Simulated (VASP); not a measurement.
SbPb:

```xyz
2
Lattice="0.0000 3.1612 3.1612 3.1612 0.0000 3.1612 3.1612 3.1612 0.0000" Properties=species:S:1:pos:R:3 pbc="T T T"
Sb    3.1612    3.1612    3.1612
Pb    0.0000    0.0000    0.0000
```

- Program: VASP 6.6.1
- Task: relaxation of cell and atoms
- Functional: LDA
- Potentials or basis: VASP PAW LDA potentials, release 64 (Sb, Pb_d)
- Cutoff: 600 eV
- k mesh: 12 × 12 × 12
- Occupations: gaussian, width 0.1 eV
- Spin: no spin polarisation

At the start: pressure -2.7 GPa; volume 31.59 Å³/atom.

Q: Where does the relaxation end?

A: Over 3 steps the energy falls by 14.9 meV/atom and the volume is 29.89 Å³/atom (-5.4 %); space group Fm-3m (No. 225, to 0.1 Å) before and after.

Step by step:
```csv
step,energy change (eV),largest force (eV/Å),pressure (GPa),volume (Å³)
1,0.0000,0.0000,-2.65,63.18
2,-0.0251,0.0000,1.21,58.52
3,-0.0298,0.0000,0.01,59.77
```

Final structure:
```cif
data_structure
_symmetry_space_group_name_H-M 'P 1'
_symmetry_Int_Tables_number 1
_cell_length_a 4.3887
_cell_length_b 4.3887
_cell_length_c 4.3887
_cell_angle_alpha 60.000
_cell_angle_beta 60.000
_cell_angle_gamma 60.000
_cell_volume 59.77
loop_
_atom_site_label
_atom_site_type_symbol
_atom_site_fract_x
_atom_site_fract_y
_atom_site_fract_z
_atom_site_occupancy
Sb1 Sb 0.50000 0.50000 0.50000 1
Pb1 Pb 0.00000 0.00000 0.00000 1
```
